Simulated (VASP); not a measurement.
# B3N2 (R-3m) in VASP: notebook

Runs on B3N2. Level: PBE. Tasks: single point, relaxation of cell and atoms.

All numbers are computed with VASP 6.6.1; they aren't measurements. Logs are shortened: lines on timing, memory, paths and dates and some standing lists are left out, and cuts for length are marked.

**1. The cell of the first run**

It takes space group R-3m (No. 166, trigonal). The conventional cell has a = 2.470 Å, b = 2.470 Å, c = 16.180 Å, α = 90.00°, β = 90.00°, γ = 120.00°. B (site symmetry -3m) has 6 N at 1.76 Å within 2.3 Å. B (site symmetry 3m) has 3 N at 1.72 Å and 3 B at 2.00 Å within 2.3 Å. Within 2.3 Å of N (site symmetry 3m) lie 6 B at 1.72 to 1.76 Å.

**2. Single point, PBE**

INCAR

```
  PREC = Accurate
  ENCUT = 520
  EDIFF = 1E-6
  ISMEAR = 0
  SIGMA = 0.1
  LREAL = False
  LASPH = True
  NELM = 80
  ALGO = Normal
  ISIF = 2
  LWAVE = False
  LCHARG = False
  GGA = PE
  NBANDS = 18
```

KPOINTS

```
regular mesh
0
Gamma
  12 12 12
```

POSCAR

```
B3N2
1.0
    1.2349019568      0.7129709772      5.3931725754
   -1.2349019568      0.7129709772      5.3931725754
    0.0000000000     -1.4259419544      5.3931725754
B N
3 2
Direct
    0.0000000000      0.0000000000      0.0000000000
    0.2098327296      0.2098327296      0.2098327296
    0.7901672704      0.7901672704      0.7901672704
    0.3974272473      0.3974272473      0.3974272473
    0.6025727527      0.6025727527      0.6025727527
```

Potentials or basis: VASP PAW PBE potentials, release 64 (B, N).

The run is started by

```sh
$ cat potpaw_PBE.64/B/POTCAR potpaw_PBE.64/N/POTCAR > POTCAR
$ mpirun -np 1 vasp_std > vasp.out
```

OUTCAR:

```text
PREC = Accurate
   ENCUT = 520
   EDIFF = 1E-6
   ISMEAR = 0
   LREAL = False
   LASPH = True
   NELM = 80
   ISIF = 2
   GGA = PE

 ion  position               nearest neighbor table
   1  0.000  0.000  0.000-   5 1.76   5 1.76   4 1.76   4 1.76   5 1.76   4 1.76
   2  0.210  0.210  0.210-   5 1.72   5 1.72   5 1.72   3 2.00   3 2.00   3 2.00
   3  0.790  0.790  0.790-   4 1.72   4 1.72   4 1.72   2 2.00   2 2.00   2 2.00
   4  0.397  0.397  0.397-   3 1.72   3 1.72   3 1.72   1 1.76   1 1.76   1 1.76
   5  0.603  0.603  0.603-   2 1.72   2 1.72   2 1.72   1 1.76   1 1.76   1 1.76

  LATTYP: Found a trigonal (rhomboedric) cell.
 ALAT       =     5.5784962925
 COS(alpha) =     0.9019921966

  Lattice vectors:

 A1 = (   1.2349019568,   0.7129709772,   5.3931725754)
 A2 = (  -1.2349019568,   0.7129709772,   5.3931725754)
 A3 = (   0.0000000000,  -1.4259419544,   5.3931725754)

Analysis of symmetry for initial positions (statically):
=====================================================================
 Subroutine PRICEL returns:
 Original cell was already a primitive cell.

 Routine SETGRP: Setting up the symmetry group for a
 trigonal (rhombohedral) supercell.

 Subroutine GETGRP returns: Found 12 space group operations
 (whereof 12 operations were pure point group operations)
 out of a pool of 12 trial point group operations.

The static configuration has the point symmetry D_3d.

Analysis of symmetry for dynamics (positions and initial velocities):
=====================================================================
 Subroutine PRICEL returns:
 Original cell was already a primitive cell.

 Routine SETGRP: Setting up the symmetry group for a
 trigonal (rhombohedral) supercell.

 Subroutine GETGRP returns: Found 12 space group operations
 (whereof 12 operations were pure point group operations)
 out of a pool of 12 trial point group operations.

The dynamic configuration has the point symmetry D_3d.

 Subroutine INISYM returns: Found 12 space group operations
 (whereof 12 operations are pure point group operations),
 and found     1 'primitive' translations

----------------------------------------------------------------------------------------

                                     Primitive cell

  volume of cell :      28.4905

  direct lattice vectors                    reciprocal lattice vectors
     1.234901957  0.712970977  5.393172575     0.404890443  0.233763606  0.061806539
    -1.234901957  0.712970977  5.393172575    -0.404890443  0.233763606  0.061806539
     0.000000000 -1.425941954  5.393172575     0.000000000 -0.467527212  0.061806539

  length of vectors
     5.578496292  5.578496292  5.578496292     0.471594892  0.471594892  0.471594892

  position of ions in fractional coordinates (direct lattice)
     0.000000000  0.000000000  0.000000000
     0.209832730  0.209832730  0.209832730
     0.790167270  0.790167270  0.790167270
     0.397427247  0.397427247  0.397427247
     0.602572753  0.602572753  0.602572753

  ion indices of the primitive-cell ions
   primitive index   ion index
                 1           1
                 2           2
                 3           3
                 4           4
                 5           5

----------------------------------------------------------------------------------------

 KPOINTS: regular mesh

Automatic generation of k-mesh.
 Grid dimensions read from file:
 generate k-points for:   12   12   12

 Generating k-lattice:

  Cartesian coordinates                     Fractional coordinates (reciprocal lattice)
     0.033740870  0.019480301  0.005150545     0.083333333  0.000000000  0.000000000
    -0.033740870  0.019480301  0.005150545     0.000000000  0.083333333  0.000000000
     0.000000000 -0.038960601  0.005150545     0.000000000  0.000000000  0.083333333

  Length of vectors
     0.039299574  0.039299574  0.039299574

  Shift w.r.t. Gamma in fractional coordinates (k-lattice)
     0.000000000  0.000000000  0.000000000

 Subroutine IBZKPT returns following result:
 ===========================================

 Found    189 irreducible k-points:

 Following reciprocal coordinates:
            Coordinates               Weight
  0.000000  0.000000  0.000000      1.000000
  0.083333 -0.000000 -0.000000      6.000000
  0.166667 -0.000000  0.000000      6.000000
  0.250000  0.000000 -0.000000      6.000000
  0.333333 -0.000000 -0.000000      6.000000
  0.416667 -0.000000  0.000000      6.000000
[... 16 lines left out ...]
  0.500000  0.166667  0.000000     12.000000
 -0.416667  0.166667  0.000000     12.000000
 [... further k-points ...]
   k-points           NKPTS =    189   k-points in BZ     NKDIM =    189   number of bands    NBANDS=     18
   number of dos      NEDOS =    301   number of ions     NIONS =      5
   total plane-waves  NPLWV =  74088
   dimension x,y,z NGX =    42 NGY =   42 NGZ =   42
   dimension x,y,z NGXF=    84 NGYF=   84 NGZF=   84
   ions per type =               3   2
   NGX,Y,Z   is equivalent  to a cutoff of  12.52, 12.52, 12.52 a.u.
   NGXF,Y,Z  is equivalent  to a cutoff of  25.03, 25.03, 25.03 a.u.
 SYSTEM =  unknown system
   PREC   = accura    normal or accurate (medium, high low for compatibility)
   ISTART =      0    job   : 0-new  1-cont  2-samecut
   ICHARG =      2    charge: 1-file 2-atom 10-const
   ISPIN  =      1    spin polarized calculation?
   LNONCOLLINEAR =      F non collinear calculations
   LSORBIT =      F    spin-orbit coupling
   LASPH  =      T    aspherical Exc in radial PAW
   ENCUT  =  520.0 eV  38.22 Ry    6.18 a.u.  10.37 10.37 10.37*2*pi/ulx,y,z
   NELM   =     80;   NELMIN=  2; NELMDL= -5     # of ELM steps
   EDIFF  = 0.1E-05   stopping-criterion for ELM
   LREAL  =      F    real-space projection
   EDIFFG = 0.1E-04   stopping-criterion for IOM
   NSW    =      0    number of steps for IOM
   IBRION =     -1    ionic relax: 0-MD 1-quasi-New 2-CG
   NFREE  =      0    steps in history (QN), initial steepest desc. (CG)
   ISIF   =      2    stress and relaxation
   ISYM   =      2    0-nonsym 1-usesym 2-fastsym
   POTIM  = 0.5000    time-step for ionic-motion
   TEBEG  =    0.0;   TEEND  =   0.0 temperature during run
   PSTRESS=    0.0 pullay stress
   NELECT =      19.0000    total number of electrons
   NUPDOWN=      -1.0000    fix difference up-down
   EMIN   =  10.00;   EMAX   =-10.00  energy-range for DOS
   EFERMI =   0.00;   METHOD = LEGACY
   ISMEAR =     0;   SIGMA  =   0.10  broadening in eV -4-tet -1-fermi 0-gaus
   EFERMI_NEDOS =   21; number of points for ismear=-14 and -15
   IALGO  =     38    algorithm
   IMIX   =      4    mixing-type and parameters
     AMIX     =   0.40;   BMIX     =  1.00
     AMIX_MAG =   1.60;   BMIX_MAG =  1.00
  volume/ion in A,a.u.               =       5.70        38.45
  Fermi-wavevector in a.u.,A,eV,Ry     =   1.430296  2.702868 27.834091  2.045748
  Thomas-Fermi vector in A             =   2.550157
   LORBIT       =      0    0 simple, 1 ext, 2 COOP (PROOUT), +10 PAW based schemes
   GGA     = PE    functional components
   LHFCALC =     F    Hartree Fock is set to
   AEXX    =    0.0000 exact exchange contribution
   IVDW    =     0    specifies the selected vdW correction
   LEPSILON=     F    determine dielectric tensor
   LRPA    =     F    only Hartree local field effects (RPA)
 non-spin polarized calculation
 Gauss-broadening in eV      SIGMA  =   0.10
  energy-cutoff  :      520.00
  volume of cell :       28.49
 maximum number of plane-waves:       784
 NGX is ok and might be reduce to    42
   NGX = 21   NGY = 21   NGZ = 21

 number of electron      19.0000000 magnetization

 Free energy of the ion-electron system (eV)
  ---------------------------------------------------
  ext. energy  EPLUGINS =         0.00000000
  ---------------------------------------------------
  free energy    TOTEN  =       -33.22892838 eV

  energy without entropy =      -33.22703100  energy(sigma->0) =      -33.22797969

 E-fermi :  11.1148     XC(G=0): -13.3448

 val. band max:       11.0753652008   @ k =  -0.2500   0.3333   0.2500
 cond. band min:      11.1200234812   @ k =  -0.4167   0.1667   0.1667
 fundamental gap:      0.0446582804
 Fermi energy:        11.1147678580

 k-point     1 :       0.0000    0.0000    0.0000
  band No.  band energies     occupation
      1     -12.4781      2.00000
      2      -9.8401      2.00000
      3      -4.2507      2.00000
      4       4.3576      2.00000
      5       4.6786      2.00000
      6       8.2748      2.00000
[... 10 lines left out ...]
     17      21.7557      0.00000
     18      21.8618      0.00000

 k-point     2 :       0.0833   -0.0000   -0.0000
  band No.  band energies     occupation
      1     -12.3041      2.00000
      2      -9.6769      2.00000
      3      -4.0691      2.00000
      4       4.2594      2.00000
      5       4.9938      2.00000
      6       7.1141      2.00000
[... 10 lines left out ...]
     17      21.3401      0.00000
     18      21.5170      0.00000

 k-point     3 :       0.1667   -0.0000    0.0000
  band No.  band energies     occupation
      1     -11.7858      2.00000
      2      -9.1935      2.00000
      3      -3.5317      2.00000
      4       4.1289      2.00000
      5       5.0836      2.00000
      6       5.5063      2.00000
[... 10 lines left out ...]
     17      20.4778      0.00000
     18      21.2045      0.00000

 k-point     4 :       0.2500    0.0000   -0.0000
  band No.  band energies     occupation
      1     -10.9383      2.00000
      2      -8.4130      2.00000
      3      -2.6694      2.00000
      4       2.1915      2.00000
      5       3.9274      2.00000
      6       4.8762      2.00000
[... 375 lines left out ...]
      4       0.1427      2.00000
      5       1.4254      2.00000
      6       3.5389      2.00000
[... 10 lines left out ...]
     17      21.4637      0.00000
     18      22.3133      0.00000

 k-point    23 :       0.5000    0.1667    0.0000
  band No.  band energies     occupation
      1      -8.0124      2.00000
      2      -6.2295      2.00000
      3      -1.8055      2.00000
      4      -0.4977      2.00000
      5       1.2032      2.00000
      6       2.5126      2.00000
[... 10 lines left out ...]
     17      22.0744      0.00000
     18      22.3431      0.00000

 k-point    24 :      -0.4167    0.1667    0.0000
  band No.  band energies     occupation
      1      -7.2491      2.00000
      2      -5.9544      2.00000
      3      -2.1227      2.00000
      4      -1.4488      2.00000
      5       1.7273      2.00000
      6       2.0779      2.00000
[... 10 lines left out ...]
     17      22.1697      0.00000
     18      23.2406      0.00000

 [... further k-points ...]
[... 5 lines left out ...]
  --------------------------------------------------------------------------------------
  -------------------------------------------------------------------------------------
  Total        0.0071719      0.0071719     -0.0454502      0.0000000     -0.0000000      0.0000000
  in kB        0.4033180      0.4033180     -2.5559135      0.0000000     -0.0000000      0.0000000
  external PRESSURE =      -0.5830925 kB  Pullay stress =       0.0000000 kB

 VOLUME and BASIS-vectors are now :
 -----------------------------------------------------------------------------
  energy-cutoff  :      520.00
  volume of cell :       28.49
      direct lattice vectors                 reciprocal lattice vectors
     1.234901957  0.712970977  5.393172575     0.404890443  0.233763606  0.061806539
    -1.234901957  0.712970977  5.393172575    -0.404890443  0.233763606  0.061806539
     0.000000000 -1.425941954  5.393172575     0.000000000 -0.467527212  0.061806539

 POSITION                                       TOTAL-FORCE (eV/Angst)
 -----------------------------------------------------------------------------------
      0.00000      0.00000      0.00000        -0.000000     -0.000000      0.000000
      0.00000      0.00000      3.39499         0.000000      0.000000     -0.021368
      0.00000      0.00000     12.78453         0.000000     -0.000000      0.021368
      0.00000      0.00000      6.43018         0.000000     -0.000000     -0.031126
      0.00000      0.00000      9.74934         0.000000      0.000000      0.031126
 -----------------------------------------------------------------------------------
    total drift:                               -0.000000     -0.000000      0.000000

  FREE ENERGIE OF THE ION-ELECTRON SYSTEM (eV)
  ---------------------------------------------------
  free  energy   TOTEN  =       -33.2289283810 eV

  energy  without entropy=      -33.2270309968  energy(sigma->0) =      -33.22797969
```

Run time: 2.1 min. Hardware: 1 thread of Intel Xeon 6975P-C (Granite Rapids), shared host; peak memory 0.28 GiB.

What came out:

* Free energy: -33.2289 eV
* Pressure: -0.1 GPa
* Largest force: 0.031 eV/Å

Forces in eV/Å, atoms in the order of the input:
```
B    0.000  0.000  0.000
B    0.000  0.000 -0.021
B    0.000  0.000  0.021
N    0.000  0.000 -0.031
N    0.000  0.000  0.031
```

**3. Single point, PBE**

This run uses another cell than the first one, of 6.80 Å³/atom, 1.193 times its volume.

INCAR

```
ALGO = Normal
EDIFF = 1E-6
ENCUT = 520
GGA = PE
ISIF = 2
ISMEAR = 0
LASPH = T
LCHARG = F
LREAL = F
LWAVE = F
NBANDS = 18
NELM = 60
PREC = Accurate
SIGMA = 0.1
```

KPOINTS

```
k-points
0
Gamma
  12 12 12
```

POSCAR

```
B3N2
1.0
    1.2841314898      0.7413936613      5.9526008380
   -1.2841314898      0.7413936613      5.9526008380
    0.0000000000     -1.4827873226      5.9526008380
B N
3 2
Direct
    0.0000000000      0.0000000000      0.0000000000
    0.2095000000      0.2095000000      0.2095000000
    0.7905000000      0.7905000000      0.7905000000
    0.4000000000      0.4000000000      0.4000000000
    0.6000000000      0.6000000000      0.6000000000
```

Potentials or basis: VASP PAW PBE potentials, release 64 (B, N).

The run is started by

```sh
$ cat potpaw_PBE.64/B/POTCAR potpaw_PBE.64/N/POTCAR > POTCAR
$ mpirun -np 1 vasp_std > vasp.out
```

It took 2.9 min on 1 thread of Intel Xeon 6975P-C (Granite Rapids), shared host; peak memory 0.35 GiB.

The run converged. Its results:

```
Free energy   : -32.2123 eV
Pressure      : -38.9 GPa
Largest force : 1.376 eV/Å
```

Forces in eV/Å, atoms in the order of the input:
```
B    0.000  0.000  0.000
B    0.000  0.000  1.376
B    0.000  0.000 -1.376
N    0.000  0.000 -0.167
N    0.000  0.000  0.167
```

Stress tensor (GPa, compression positive):
```
-23.03   0.00   0.00
  0.00 -23.03   0.00
  0.00   0.00 -70.76
```

Levels at points of the mesh, in eV from the Fermi level:
```
           k point  band 6  band 7  band 8  band 9  band 10  band 11  band 12  band 13
(0.00, 0.00, 0.00)   -1.68   -1.68   -1.53   -1.53     5.09     5.09     5.42     5.45
(0.50, 0.00, 0.00)   -6.70   -4.60   -3.67   -3.66    -1.39     0.87     1.90     4.78
(0.50, 0.50, 0.00)   -7.18   -4.88   -4.87   -3.19    -1.01     1.20     2.67     3.17
(0.50, 0.50, 0.50)   -1.64   -1.64   -1.57   -1.57     3.72     4.43     4.43     5.78
```

Caveat: forces of over 1 eV/Å act on the atoms, so gaps and moduli don't describe the material at rest.

**4. Single point, PBE**

INCAR

```
SYSTEM = B3N2
PREC = Accurate
ENCUT = 520
EDIFF = 1E-6
ISMEAR = 0
SIGMA = 0.1
LREAL = .FALSE.
LASPH = .TRUE.
NELM = 100
ALGO = Normal
ISIF = 2
LWAVE = .FALSE.
LCHARG = .FALSE.
GGA = PE
NBANDS = 18
```

KPOINTS

```
Automatic mesh
0
G
  18 18 18
  0 0 0
```

POSCAR

```
B3N2
1.0
    1.2351273327      0.7131010980      5.3910423702
   -1.2351273327      0.7131010980      5.3910423702
    0.0000000000     -1.4262021961      5.3910423702
B N
3 2
Direct
    0.0000000000      0.0000000000      0.0000000000
    0.2097547918      0.2097547918      0.2097547918
    0.7902452082      0.7902452082      0.7902452082
    0.3973900936      0.3973900936      0.3973900936
    0.6026099064      0.6026099064      0.6026099064
```

The run is started by

```sh
$ cat potpaw_PBE.64/B/POTCAR potpaw_PBE.64/N/POTCAR > POTCAR
$ mpirun -np 1 vasp_std > vasp.out
```

Wall time 7.9 min (1 thread of Intel Xeon 6975P-C (Granite Rapids), shared host); peak memory 0.42 GiB.

The run converged. Its results:

```
Free energy : -33.2259 eV
Pressure    : -0.1 GPa
```

Forces on the atoms (eV/Å):
```
B    0.000  0.000  0.000
B    0.000  0.000  0.001
B    0.000  0.000 -0.001
N    0.000  0.000  0.003
N    0.000  0.000 -0.003
```

Stress tensor (GPa, compression positive):
```
-0.05  0.00  0.00
 0.00 -0.05  0.00
 0.00  0.00 -0.16
```

Levels at points of the mesh, in eV from the Fermi level:
| k point | band 5 | band 6 | band 7 | band 8 | band 9 | band 10 | band 11 | band 12 | band 13 | band 14 |
| --- | --- | --- | --- | --- | --- | --- | --- | --- | --- | --- |
| (0.00, 0.00, 0.00) | -6.42 | -2.83 | -2.83 | -2.65 | -2.65 | 4.71 | 4.71 | 5.48 | 5.48 | 6.07 |
| (0.50, 0.00, 0.00) | -9.67 | -7.77 | -6.50 | -4.90 | -4.04 | -1.39 | 1.41 | 2.46 | 4.73 | 5.35 |
| (0.50, 0.50, 0.00) | -8.34 | -8.31 | -6.78 | -5.67 | -4.28 | -0.15 | 1.22 | 2.20 | 3.27 | 6.42 |
| (0.50, 0.50, 0.50) | -2.75 | -2.75 | -2.74 | -2.72 | -2.72 | 3.86 | 3.86 | 6.15 | 6.55 | 8.14 |

(Continued in part 2 of 2.)
